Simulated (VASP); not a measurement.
Crystal: TiAl3.

```xyz
4
Lattice="2.8117 -0.0197 -0.0187 -0.0324 4.6422 -0.0101 -0.0322 -0.0106 4.9349" Properties=species:S:1:pos:R:3 pbc="T T T"
Ti   -0.0967    2.2666    0.8643
Al    1.3766    2.4141    3.3142
Al    1.3202    0.1818    1.5121
Al   -0.0136   -0.0233    4.1765
```

Program: VASP 6.6.1. Alike in all runs: task single point; level r2SCAN; potentials or basis VASP PAW PBE potentials, release 64 (Ti_sv, Al); no spin polarisation; cell as given; cutoff (eV) 520; smearing gaussian 0.1 eV.

Question: Order these runs on this cell by their pressure, lowest first.
A. k mesh 2 × 2 × 2
B. k mesh 1 × 1 × 1
C. k mesh 8 × 4 × 4

Answer: B (-8.1 GPa), A (-0.4 GPa), C (1.3 GPa).

Caveats: some runs use coarse meshes; the PAW data sets were made with another functional, which shifts forces and pressure a little.
